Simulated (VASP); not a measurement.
A run of VASP 6.6.1 is set up as follows.

The input INCAR:

```
SYSTEM = BeTlMo
ALGO = Normal
EDIFF = 1E-6
EDIFFG = -0.04
ENCUT = 600
GGA = PE
IBRION = 2
ISIF = 3
ISMEAR = 0
LASPH = .TRUE.
LCHARG = .FALSE.
LREAL = .FALSE.
LWAVE = .FALSE.
NELM = 80
NSW = 90
PREC = Accurate
SIGMA = 0.1
```

KPOINTS

```
k-points
0
G
  4 4 4
  0 0 0
```

File POSCAR:

```
BeTlMo
1.0
    3.9043772411      0.0000000000      0.0000000000
    0.0000000000      3.9043772411      0.0000000000
    0.0000000000      0.0000000000      6.8006656782
Be Tl Mo
2 2 2
Direct
    0.0000000000      0.5000000000      0.3510000000
    0.5000000000      0.0000000000      0.6490000000
    0.0000000000      0.0000000000      0.0000000000
    0.5000000000      0.5000000000      0.0000000000
    0.0000000000      0.5000000000      0.7270000000
    0.5000000000      0.0000000000      0.2730000000
```

Potentials or basis: VASP PAW PBE potentials, release 64 (Be, Tl_d, Mo_sv).

The run is started by

```console
$ cat potpaw_PBE.64/Be/POTCAR potpaw_PBE.64/Tl_d/POTCAR potpaw_PBE.64/Mo_sv/POTCAR > POTCAR
$ mpirun -np 1 vasp_std > vasp.out
```

(1) Estimate the relaxed volume.

(2) What does it give for the space group after relaxing (to 0.1 Å)?

(3) Predict the band gap on the k mesh.

Results:

(1) 16.65 Å³/atom.

(2) P4/nmm (No. 129).

(3) zero (bands 29 and 30 overlap by 1.10 eV).

Caveat: the k points lie up to 0.41 Å⁻¹ apart in the final cell, too coarse for converged energies and pressures of a metal; spin-orbit coupling is left out, which moves the levels of the heavy elements.
